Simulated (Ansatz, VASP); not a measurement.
One calculation of Ba, two programs

```
Ba
1.0
     7.10642    0.00000    0.00000
    -3.55321    6.15434    0.00000
     0.00000    0.00000   24.35180
Ba
4
Direct
  0.00000 0.00000 0.41361
  0.33333 0.66667 0.49970
  0.66667 0.33333 0.50030
  0.00000 0.00000 0.58639
```

Alike in both runs: functional PBE; k mesh 6 × 6 × 1; occupations fermi-dirac, width 0.1 eV; no spin polarisation.

Ansatz relaxed the structure, and its values are those at the end. VASP's run is a single point on that final structure, the one shown.

|  | VASP | Ansatz |
| --- | --- | --- |
| version | VASP 6.6.1 | Ansatz 0.2.0 |
| potentials or method | VASP PAW PBE potentials, release 64 (Ba_sv), cutoff 520 eV | all-electron LAPW, scalar-relativistic |

```tsv
	VASP	Ansatz	Ansatz less VASP
rms of the force components (eV/Å)	0.005	0.001	-0.0047
```

Ansatz ran all-electron here, and VASP with PAW potentials.

Neither program's run includes spin-orbit coupling.
